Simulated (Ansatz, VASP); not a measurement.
# Two plane-wave programs on ZnHgO2

```
Zn O Hg
1.0
     3.32639    0.00000    0.00000
     0.00000    3.32639    0.00000
     0.00000    0.00000    5.19307
Zn O Hg
1 2 1
Direct
  0.00000 0.00000 0.00000
  0.00000 0.50000 0.20343
  0.50000 0.00000 0.79657
  0.50000 0.50000 0.50000
```

Alike in both runs: task single point; functional PBE; k mesh 6 × 6 × 4; occupations fermi-dirac, width 0.02 eV; no spin polarisation.

|  | VASP | Ansatz |
| --- | --- | --- |
| version | VASP 6.6.1 | Ansatz 0.2.0 |
| potentials or method | VASP PAW PBE potentials, release 64 (Zn, O, Hg_sv_GW) | plane waves, PAW |
| plane-wave cutoff (eV) | 600 | 420 |
| valence electrons in the cell | 44 | 44 |

```csv
,VASP,Ansatz,Ansatz less VASP
pressure (GPa),5.3,4.9,-0.36
rms of the force components (eV/Å),0.029,0.007,-0.0220
```

Neither program's run includes spin-orbit coupling.
